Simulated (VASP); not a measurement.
The system is Nb.

```
Nb
1.0
    -1.65882    1.65882    1.65882
     1.65882   -1.65882    1.65882
     1.65882    1.65882   -1.65882
Nb
1
Direct
  0.00000 0.00000 0.00000
```

| Property | Result |
| --- | --- |
| Program | VASP 6.6.1 |
| Task | relaxation of cell and atoms |
| Functional | LDA |
| Potentials or basis | VASP PAW LDA potentials, release 64 (Nb_sv) |
| Cutoff | 600 eV |
| k mesh | 8 × 8 × 8 |
| Occupations | gaussian, width 0.1 eV |
| Spin | no spin polarisation |

At the start: pressure -10.5 GPa; volume 18.26 Å³/atom.

Q: Where does the relaxation end?

A: Over 3 steps the energy falls by 36.1 meV/atom and the volume is 17.25 Å³/atom (-5.5 %); space group Im-3m (No. 229, to 0.1 Å) before and after.

Step by step:
```csv
step,energy change (eV),largest force (eV/Å),pressure (GPa),volume (Å³)
1,0.0000,0.0000,-10.52,18.26
2,0.1283,0.0000,30.03,15.27
3,-0.0361,0.0000,-0.45,17.25
```

Final structure:
```
CELL_PARAMETERS angstrom
-1.62761 1.62761 1.62761
1.62761 -1.62761 1.62761
1.62761 1.62761 -1.62761
ATOMIC_POSITIONS crystal
Nb 0.00000 0.00000 0.00000
```
